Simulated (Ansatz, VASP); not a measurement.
**Mg6F in VASP and in Ansatz**

```xyz
7
Lattice="7.4048 0.0000 0.0000 0.0000 7.4048 0.0000 0.0000 0.0000 7.4048" Properties=species:S:1:pos:R:3 pbc="T T T"
Mg    3.7024    3.7024    1.4683
Mg    3.7024    3.7024    5.9365
Mg    1.4683    3.7024    3.7024
Mg    5.9365    3.7024    3.7024
Mg    3.7024    1.4683    3.7024
Mg    3.7024    5.9365    3.7024
F     0.0000    0.0000    0.0000
```

Change from the starting cell: species swapped into the ErB6 type (Pm-3m, No. 221).

Alike in both runs: functional PBE; k mesh 4 × 4 × 4; occupations gaussian, width 0.1 eV; no spin polarisation.

Ansatz relaxed the structure, and its values are those at the end. VASP's run is a single point on that final structure, the one shown.

|  | VASP | Ansatz |
| --- | --- | --- |
| version | VASP 6.6.1 | Ansatz 0.2.0 |
| potentials or method | VASP PAW PBE potentials, release 64 (Mg, F), cutoff 520 eV | scalar-relativistic, plane waves, PAW |
| valence electrons in the cell | 19 | 67 |

|  | VASP | Ansatz | Ansatz less VASP |
| --- | --- | --- | --- |
| gap on the k mesh at the Fermi level (eV) | none | none | - |
| pressure (GPa) | 0.0 | 0.0 | +0.02 |

A gap of «none» marks a metal or a gap that the smearing closes. VASP's potentials hold 19 valence electrons a cell and Ansatz's 67, so a difference there can come from the potentials and not from the codes.
